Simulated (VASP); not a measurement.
Set up this calculation in VASP 6.6.1, as the native input.

| Property | Result |
| --- | --- |
| Task | single point |
| Functional | r2SCAN |
| Potentials or basis | VASP PAW PBE potentials, release 64 (W_sv) |
| Cutoff | 520 eV |
| k mesh | 7 × 4 × 4 |
| Occupations | gaussian, width 0.1 eV |
| Spin | no spin polarisation |
| Dipole correction | no |
| Further INCAR settings | ALGO = Normal; EDIFF = 1e-07; NBANDS = 36 |

The system is W.

```
W
1.0
     2.80966    0.00000    0.00000
     0.00000    4.86387    0.00000
     0.00000    0.00000    4.92370
W
4
Cartesian
  2.2591 4.5191 3.7002
  0.5948 2.1313 3.7488
  0.6097 0.2799 1.2206
  2.2833 2.7304 1.2373
```

One way to write it, as run:

POSCAR

```
W
1.0
    2.8096620000      0.0000000000      0.0000000000
    0.0000000000      4.8638700000      0.0000000000
    0.0000000000      0.0000000000      4.9236950000
W
4
Direct
    0.8040380000      0.9291260000      0.7515080000
    0.2116970000      0.4381940000      0.7613770000
    0.2170050000      0.0575400000      0.2479060000
    0.8126700000      0.5613540000      0.2512970000
```

INCAR.step1

```
SYSTEM = W
ALGO = Normal ; EDIFF = 1E-4
ENCUT = 520 ; GGA = PE
ISMEAR = 0 ; LASPH = .TRUE.
LCHARG = .FALSE. ; LREAL = .FALSE.
LWAVE = .TRUE. ; NBANDS = 36
NELM = 100 ; PREC = Accurate
SIGMA = 0.1
```

INCAR.step2

```
SYSTEM = W
ALGO = Normal ; EDIFF = 1E-7
ENCUT = 520 ; ISIF = 2
ISMEAR = 0 ; ISTART = 1
LASPH = .TRUE. ; LCHARG = .TRUE.
LELF = .TRUE. ; LMIXTAU = .TRUE.
LREAL = .FALSE. ; LVHAR = .TRUE.
LWAVE = .FALSE. ; METAGGA = R2SCAN
NBANDS = 36 ; NELM = 100
PREC = Accurate ; SIGMA = 0.1
```

KPOINTS

```
k-points
0
G
  7 4 4
  0 0 0
```

Potentials or basis: VASP PAW PBE potentials, release 64 (W_sv).

Launch:

```sh
$ cat potpaw_PBE.64/W_sv/POTCAR > POTCAR
$ cp INCAR.step1 INCAR
$ mpirun -np 1 vasp_std > vasp.out
$ cp INCAR.step2 INCAR
$ mpirun -np 1 vasp_std > vasp.out
```

It gave:

```
Pressure               : -5.2 GPa
Largest force          : 0.825 eV/Å
Band gap on the k mesh : zero (bands 28 and 29 overlap by 0.91 eV)
```

Caveat: the cell stands under tension; the PAW data sets were made with another functional, which shifts forces and pressure a little; spin-orbit coupling is left out, which moves the levels of the heavy elements.

Wall time 2.9 min on 1 thread of Intel(R) Xeon(R) 6975P-C (Granite Rapids), with other jobs on the host, peak memory 0.25 GiB.
